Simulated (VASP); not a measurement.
# Tl (Fd-3m) in VASP: a series of runs

Runs on Tl. Level: RPBE. Tasks: single point.

All numbers are computed with VASP 6.6.1; they aren't measurements. Logs are shortened: lines on timing, memory, paths and dates and some standing lists are left out, and cuts for length are marked.

## (1) The cell of the first run

Symmetry: Fd-3m, No. 227, cubic system. Conventional cell: a = 7.026 Å, b = 7.026 Å, c = 7.026 Å, α = 90.00°, β = 90.00°, γ = 90.00°. Tl (site symmetry -43m) has 4 Tl at 3.04 Å within 4.0 Å.

This isn't the form of Tl at room conditions, which is hcp.

## (2) Single point, RPBE (43.36 Å³/atom)

Contents of INCAR:

```
PREC = Accurate ; ENCUT = 520
EDIFF = 1E-6 ; ISMEAR = -1
SIGMA = 0.1 ; LREAL = False
LASPH = True ; NELM = 100
ALGO = Normal ; ISIF = 2
LWAVE = False ; LCHARG = False
GGA = RP ; NBANDS = 20
```

Contents of KPOINTS:

```
regular mesh
0
Gamma
  9 9 9
```

Contents of POSCAR:

```
Tl
1.0
    0.0000000000      3.5131037022      3.5131037022
    3.5131037022      0.0000000000      3.5131037022
    3.5131037022      3.5131037022      0.0000000000
Tl
2
Direct
    0.1250000000      0.1250000000      0.1250000000
    0.8750000000      0.8750000000      0.8750000000
```

Potentials or basis: VASP PAW PBE potentials, release 64 (Tl_d).

Run with:

```console
$ cat potpaw_PBE.64/Tl_d/POTCAR > POTCAR
$ mpirun -np 1 vasp_std > vasp.out
```

OUTCAR:

```text
PREC = Accurate
   ENCUT = 520
   EDIFF = 1E-6
   ISMEAR = -1
   LREAL = False
   LASPH = True
   NELM = 100
   ISIF = 2
   GGA = RP

 ion  position               nearest neighbor table
   1  0.125  0.125  0.125-   2 3.04   2 3.04   2 3.04   2 3.04
   2  0.875  0.875  0.875-   1 3.04   1 3.04   1 3.04   1 3.04

  LATTYP: Found a face centered cubic cell.
 ALAT       =     7.0262074044

  Lattice vectors:

 A1 = (   0.0000000000,   3.5131037022,   3.5131037022)
 A2 = (   3.5131037022,   0.0000000000,   3.5131037022)
 A3 = (   3.5131037022,   3.5131037022,   0.0000000000)

Analysis of symmetry for initial positions (statically):
=====================================================================
 Subroutine PRICEL returns:
 Original cell was already a primitive cell.

 Routine SETGRP: Setting up the symmetry group for a
 face centered cubic supercell.

 Subroutine GETGRP returns: Found 48 space group operations
 (whereof 12 operations were pure point group operations)
 out of a pool of 48 trial point group operations.

The static configuration has the point symmetry D_3d.
 The point group associated with its full space group is O_h .

Analysis of symmetry for dynamics (positions and initial velocities):
=====================================================================
 Subroutine PRICEL returns:
 Original cell was already a primitive cell.

 Routine SETGRP: Setting up the symmetry group for a
 face centered cubic supercell.

 Subroutine GETGRP returns: Found 48 space group operations
 (whereof 12 operations were pure point group operations)
 out of a pool of 48 trial point group operations.

The dynamic configuration has the point symmetry D_3d.
 The point group associated with its full space group is O_h .

 Subroutine INISYM returns: Found 48 space group operations
 (whereof 12 operations are pure point group operations),
 and found     1 'primitive' translations

----------------------------------------------------------------------------------------

                                     Primitive cell

  volume of cell :      86.7167

  direct lattice vectors                    reciprocal lattice vectors
     0.000000000  3.513103702  3.513103702    -0.142324293  0.142324293  0.142324293
[... 80 lines left out ...]
   ISPIN  =      1    spin polarized calculation?
   LNONCOLLINEAR =      F non collinear calculations
   LSORBIT =      F    spin-orbit coupling
   LASPH  =      T    aspherical Exc in radial PAW
   ENCUT  =  520.0 eV  38.22 Ry    6.18 a.u.   9.24  9.24  9.24*2*pi/ulx,y,z
   NELM   =    100;   NELMIN=  2; NELMDL= -5     # of ELM steps
   EDIFF  = 0.1E-05   stopping-criterion for ELM
   LREAL  =      F    real-space projection
   EDIFFG = 0.1E-04   stopping-criterion for IOM
   NSW    =      0    number of steps for IOM
   IBRION =     -1    ionic relax: 0-MD 1-quasi-New 2-CG
   NFREE  =      0    steps in history (QN), initial steepest desc. (CG)
   ISIF   =      2    stress and relaxation
   ISYM   =      2    0-nonsym 1-usesym 2-fastsym
   POTIM  = 0.5000    time-step for ionic-motion
   TEBEG  =    0.0;   TEEND  =   0.0 temperature during run
   PSTRESS=    0.0 pullay stress
   NELECT =      26.0000    total number of electrons
   NUPDOWN=      -1.0000    fix difference up-down
   EMIN   =  10.00;   EMAX   =-10.00  energy-range for DOS
   EFERMI =   0.00;   METHOD = LEGACY
   ISMEAR =    -1;   SIGMA  =   0.10  broadening in eV -4-tet -1-fermi 0-gaus
   EFERMI_NEDOS =   21; number of points for ismear=-14 and -15
   IALGO  =     38    algorithm
   IMIX   =      4    mixing-type and parameters
     AMIX     =   0.40;   BMIX     =  1.00
     AMIX_MAG =   1.60;   BMIX_MAG =  1.00
  volume/ion in A,a.u.               =      43.36       292.60
  Fermi-wavevector in a.u.,A,eV,Ry     =   1.095717  2.070604 16.335090  1.200595
  Thomas-Fermi vector in A             =   2.232046
   LORBIT       =      0    0 simple, 1 ext, 2 COOP (PROOUT), +10 PAW based schemes
   GGA     = RP    functional components
   LHFCALC =     F    Hartree Fock is set to
   AEXX    =    0.0000 exact exchange contribution
   IVDW    =     0    specifies the selected vdW correction
   LEPSILON=     F    determine dielectric tensor
   LRPA    =     F    only Hartree local field effects (RPA)
 non-spin polarized calculation
  energy-cutoff  :      520.00
  volume of cell :       86.72
 maximum number of plane-waves:      2357
 NGX is ok and might be reduce to    40
   NGX = 19   NGY = 19   NGZ = 19

 number of electron      25.9999998 magnetization

 Free energy of the ion-electron system (eV)
  ---------------------------------------------------
  ext. energy  EPLUGINS =         0.00000000
  ---------------------------------------------------
  free energy    TOTEN  =        -3.00171833 eV

  energy without entropy =       -2.94081712  energy(sigma->0) =       -2.97126772

 E-fermi :   3.1321     XC(G=0):  -7.8027

 val. band max:        3.1307517781   @ k =  -0.4444   0.3333   0.0000
 cond. band min:       3.2009950207   @ k =   0.3333   0.3333   0.0000
 fundamental gap:      0.0702432426
 Fermi energy:         3.1320520286

 k-point     1 :       0.0000    0.0000    0.0000
  band No.  band energies     occupation
      1      -8.8015      2.00000
      2      -8.8015      2.00000
      3      -8.8015      2.00000
      4      -8.7279      2.00000
      5      -8.7279      2.00000
      6      -8.1867      2.00000
[... 541 lines left out ...]
     19      11.8343      0.00000
     20      13.1898      0.00000

 [... further k-points ...]

------------------------ aborting loop because EDIFF is reached ----------------------------------------

  FORCE on cell =-STRESS in cart. coord.  units (eV):
  Direction    XX          YY          ZZ          XY          YZ          ZX
  --------------------------------------------------------------------------------------
  -------------------------------------------------------------------------------------
  Total        0.9810565      0.9810565      0.9810565      0.0000000      0.0000000      0.0000000
  in kB       18.1259881     18.1259881     18.1259881      0.0000000      0.0000000      0.0000000
  external PRESSURE =      18.1259881 kB  Pullay stress =       0.0000000 kB

 VOLUME and BASIS-vectors are now :
 -----------------------------------------------------------------------------
  energy-cutoff  :      520.00
  volume of cell :       86.72
      direct lattice vectors                 reciprocal lattice vectors
     0.000000000  3.513103702  3.513103702    -0.142324293  0.142324293  0.142324293
     3.513103702  0.000000000  3.513103702     0.142324293 -0.142324293  0.142324293
     3.513103702  3.513103702  0.000000000     0.142324293  0.142324293 -0.142324293

 POSITION                                       TOTAL-FORCE (eV/Angst)
 -----------------------------------------------------------------------------------
      0.87828      0.87828      0.87828         0.000000     -0.000000     -0.000000
      6.14793      6.14793      6.14793        -0.000000      0.000000      0.000000
 -----------------------------------------------------------------------------------
    total drift:                                0.000000      0.000000     -0.000000

  FREE ENERGIE OF THE ION-ELECTRON SYSTEM (eV)
  ---------------------------------------------------
  free  energy   TOTEN  =        -3.0017183254 eV

  energy  without entropy=       -2.9408171199  energy(sigma->0) =       -2.97126772
```

It took 32 s on 1 thread of AMD EPYC 9R45 (Zen 5), shared host; peak memory 0.22 GiB.

Results:

* Free energy: -3.0017 eV
* Pressure: 1.8 GPa
* Band gap on the k mesh: zero (bands 13 and 14 overlap by 2.80 eV)

Levels at points of the mesh, in eV from the Fermi level:
```tsv
k point	band 9	band 10	band 11	band 12	band 13	band 14	band 15	band 16	band 17	band 18
(0.00, 0.00, 0.00)	-11.25	-11.25	-8.74	-1.25	2.24	2.24	2.24	3.93	3.93	3.93
```

Caveat: the PAW data sets were made with another functional, which shifts forces and pressure a little; spin-orbit coupling is left out, which moves the levels of the heavy elements.

## (3) Single point, RPBE (45.33 Å³/atom)

This run uses another cell than the first one, of 45.33 Å³/atom.

Contents of INCAR:

```
PREC = Accurate ; ENCUT = 520
EDIFF = 1E-6 ; ISMEAR = -1
SIGMA = 0.1 ; LREAL = False
LASPH = True ; NELM = 60
ALGO = Normal ; ISIF = 2
LWAVE = False ; LCHARG = True
GGA = RP ; LELF = True
LVHAR = True ; NBANDS = 20
```

KPOINTS is that of step 2.

Contents of POSCAR:

```
Tl
1.0
    0.0000000000      3.5655458174      3.5655458174
    3.5655458174      0.0000000000      3.5655458174
    3.5655458174      3.5655458174      0.0000000000
Tl
2
Direct
    0.1250000000      0.1250000000      0.1250000000
    0.8750000000      0.8750000000      0.8750000000
```

Potentials or basis: VASP PAW PBE potentials, release 64 (Tl_d).

Run with:

```console
$ cat potpaw_PBE.64/Tl_d/POTCAR > POTCAR
$ mpirun -np 1 vasp_std > vasp.out
```

Run time: 34 s. Hardware: 1 thread of AMD EPYC 9R45 (Zen 5), shared host; peak memory 0.22 GiB.

Results (log left out):

* Free energy: -3.0380 eV
* Pressure: 1.1 GPa
* Band gap on the k mesh: zero (bands 13 and 14 overlap by 2.64 eV)

Levels at points of the mesh, in eV from the Fermi level:
| k point | band 11 | band 12 | band 13 | band 14 | band 15 | band 16 |
| --- | --- | --- | --- | --- | --- | --- |
| (0.00, 0.00, 0.00) | -8.57 | -1.56 | 2.12 | 2.12 | 2.12 | 3.80 |

Caveat: the PAW data sets were made with another functional, which shifts forces and pressure a little; spin-orbit coupling is left out, which moves the levels of the heavy elements.

## (4) Single point, RPBE (47.30 Å³/atom)

This run uses another cell than the first one, of 47.30 Å³/atom.

Contents of INCAR:

```
  PREC = Accurate
  ENCUT = 520
  EDIFF = 1E-6
  ISMEAR = -1
  SIGMA = 0.1
  LREAL = F
  LASPH = T
  NELM = 60
  ALGO = Normal
  ISIF = 2
  LWAVE = F
  LCHARG = T
  GGA = RP
  LELF = T
  LVHAR = T
  NBANDS = 20
```

KPOINTS is that of step 3.

Contents of POSCAR:

```
Tl
1.0
    0.0000000000      3.6164890689      3.6164890689
    3.6164890689      0.0000000000      3.6164890689
    3.6164890689      3.6164890689      0.0000000000
Tl
2
Direct
    0.1250000000      0.1250000000      0.1250000000
    0.8750000000      0.8750000000      0.8750000000
```

Run with:

```console
$ cat potpaw_PBE.64/Tl_d/POTCAR > POTCAR
$ mpirun -np 1 vasp_std > vasp.out
```

Run time: 33 s. Hardware: 1 thread of AMD EPYC 9R45 (Zen 5), shared host; peak memory 0.22 GiB.

The run converged. Its results:

| Property | Result |
| --- | --- |
| Free energy | -3.0577 eV |
| Pressure | 0.5 GPa |
| Band gap on the k mesh | zero (bands 13 and 14 overlap by 2.49 eV) |

Levels at points of the mesh, in eV from the Fermi level:
```csv
k point,band 11,band 12,band 13,band 14,band 15,band 16
"(0.00, 0.00, 0.00)",-8.42,-1.84,2.01,2.01,2.01,3.68
```

Caveat: the PAW data sets were made with another functional, which shifts forces and pressure a little; spin-orbit coupling is left out, which moves the levels of the heavy elements.

## (5) Summary

| cell | gap on the mesh (eV) | pressure (GPa) |
| --- | --- | --- |
| a = 4.968 Å, angles 60.0°, 2 atoms | none | 1.8 |
| a = 5.042 Å, angles 60.0°, 2 atoms | none | 1.1 |
| a = 5.114 Å, angles 60.0°, 2 atoms | none | 0.5 |

Alike in all rows: task single point; level RPBE; potentials or basis VASP PAW PBE potentials, release 64 (Tl_d); no spin polarisation; k mesh 9 × 9 × 9; cutoff (eV) 520; smearing fermi-dirac 0.1 eV.

Caveats: the PAW data sets were made with another functional, which shifts forces and pressure a little; spin-orbit coupling is left out, which moves the levels of the heavy elements.

Absolute energies hang on the potentials; compare differences alone.
